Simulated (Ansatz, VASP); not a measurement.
BN: VASP beside Ansatz

Contents of POSCAR:

```
BN
1.0
    2.6009635307      0.0000000000      0.0000000000
   -1.3004817653      2.2525004919      0.0000000000
    0.0000000000      0.0000000000      6.8574655756
B N
2 2
Direct
    0.3333333333      0.6666666667      0.2500000000
    0.6666666667      0.3333333333      0.7500000000
    0.3333333333      0.6666666667      0.7500000000
    0.6666666667      0.3333333333      0.2500000000
```

INCAR.step1

```
SYSTEM = BN
ALGO = Normal ; EDIFF = 1E-4
ENCUT = 520 ; GGA = PE
ISMEAR = 0 ; LASPH = .True.
LCHARG = .False. ; LREAL = .False.
LWAVE = .True. ; NBANDS = 16
NELM = 100 ; PREC = Accurate
SIGMA = 0.02
```

File INCAR.step2:

```
SYSTEM = BN
ALGO = Normal ; EDIFF = 1E-6
ENCUT = 520 ; ISIF = 2
ISMEAR = 0 ; ISTART = 1
LASPH = .True. ; LCHARG = .False.
LMIXTAU = .True. ; LREAL = .False.
LWAVE = .False. ; METAGGA = R2SCAN
NBANDS = 16 ; NELM = 100
PREC = Accurate ; SIGMA = 0.02
```

File KPOINTS:

```
k-points
0
Gamma
  12 12 4
  0 0 0
```

Input for Ansatz:

```yaml
crystal:
  lattice:
    - [2.6009635307, 0.0, 0.0]
    - [-1.3004817653, 2.2525004919, 0.0]
    - [0.0, 0.0, 6.8574655756]
  atoms:
    - { symbol: B, position: [0.3333333333, 0.6666666667, 0.25] }
    - { symbol: B, position: [0.6666666667, 0.3333333333, 0.75] }
    - { symbol: "N", position: [0.3333333333, 0.6666666667, 0.75] }
    - { symbol: "N", position: [0.6666666667, 0.3333333333, 0.25] }
basis:
  ecutwfc: 500
kpoints:
  mp_grid: { grid: [12, 12, 4] }
  band_path: { path: [VBM, CBM], npoints: 2 }
hamiltonian:
  xc: r2scan
scf:
  occupations: { method: gaussian, width: 0.02 }
output:
  forces: true
  stress: true
  eigenvalues: true
checkpoint:
  read: start.run
  write: ck
  compress: false
  write_wavefunctions: false
  write_every: 100000
```

Alike in both runs: task single point; functional r2SCAN; k mesh 12 × 12 × 4; occupations gaussian, width 0.02 eV; no spin polarisation.

|  | VASP | Ansatz |
| --- | --- | --- |
| version | VASP 6.6.1 | Ansatz 0.2.0 |
| potentials or method | VASP PAW PBE potentials, release 64 (B, N), cutoff 520 eV | scalar-relativistic, plane waves, PAW |
| valence electrons in the cell | 16 | 16 |

Ansatz gave:

- gap on the k mesh at the Fermi level (eV): 4.67
- least direct gap on the mesh (eV): 4.99
- pressure (GPa): -23.7
- traceless stress, the component that is largest in VASP (GPa): 23.70

Estimate VASP's values.

gap on the k mesh at the Fermi level (eV): 4.71; least direct gap on the mesh (eV): 5.04; pressure (GPa): -23.4; traceless stress, the component that is largest in VASP (GPa): 23.17.

VASP's potentials were made for PBE, not for r2SCAN.
